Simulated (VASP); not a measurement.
Here is a VASP 6.6.1 calculation.

The input INCAR:

```
SYSTEM = Ca
PREC = Accurate ; ENCUT = 520
EDIFF = 1E-6 ; ISMEAR = 0
SIGMA = 0.1 ; LREAL = .False.
LASPH = .True. ; NELM = 100
ALGO = Normal ; ISIF = 2
LWAVE = .False. ; LCHARG = .False.
GGA = PS ; NBANDS = 22
```

KPOINTS

```
Automatic mesh
0
Gamma
  9 9 12
  0 0 0
```

File POSCAR:

```
Ca
1.0
    6.2097000961      0.0000000000      0.0000000000
   -3.1048500481      5.3777580331      0.0000000000
    0.0000000000      0.0000000000      3.6971935224
Ca
3
Direct
    0.0000000000      0.0000000000      0.0000000000
    0.3333333333      0.6666666667      0.5000000000
    0.6666666667      0.3333333333      0.5000000000
```

Potentials or basis: VASP PAW PBE potentials, release 64 (Ca_sv).

The run is started by

```bash
$ cat potpaw_PBE.64/Ca_sv/POTCAR > POTCAR
$ mpirun -np 1 vasp_std > vasp.out
```

Problem. Predict the pressure.

Solution. 0.0 GPa.

Problem. What does it give for the band gap on the k mesh?

Solution. Zero (band 15 reaches 2.23 eV, above the bottom of band 16 at 1.92 eV).

Caveat: the PAW data sets were made with another functional, which shifts forces and pressure a little.
